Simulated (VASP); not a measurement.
Input of a VASP 6.6.1 run:

The input INCAR:

```
ALGO = Normal
EDIFF = 1E-7
ENCUT = 520
GGA = PE
ISIF = 2
ISMEAR = 0
LASPH = T
LCHARG = T
LELF = T
LREAL = F
LVHAR = T
LWAVE = F
NBANDS = 34
NELM = 80
PREC = Accurate
SIGMA = 0.1
```

KPOINTS

```
k-points
0
Gamma
  6 6 6
```

POSCAR

```
ZrNbGe2
1.0
   -2.4664688276      2.4664688276      2.9284234325
    2.4664688276     -2.4664688276      2.9284234325
    2.4664688276      2.4664688276     -2.9284234325
Zr Nb Ge
1 1 2
Direct
    0.5000000000      0.5000000000      0.0000000000
    0.0000000000      0.0000000000      0.0000000000
    0.7500000000      0.2500000000      0.5000000000
    0.2500000000      0.7500000000      0.5000000000
```

Potentials or basis: VASP PAW PBE potentials, release 64 (Zr_sv, Nb_sv, Ge_d).

Launch:

```console
$ cat potpaw_PBE.64/Zr_sv/POTCAR potpaw_PBE.64/Nb_sv/POTCAR potpaw_PBE.64/Ge_d/POTCAR > POTCAR
$ mpirun -np 1 vasp_std > vasp.out
```

Task: Predict the pressure.

Result: 0.1 GPa.

Task: Estimate the band gap on the k mesh.

Result: Zero (an odd number of electrons rules out a gap without spin polarisation).

Stress tensor (GPa, compression positive):
```
 0.35  0.00  0.00
 0.00  0.35  0.00
 0.00  0.00 -0.24
```
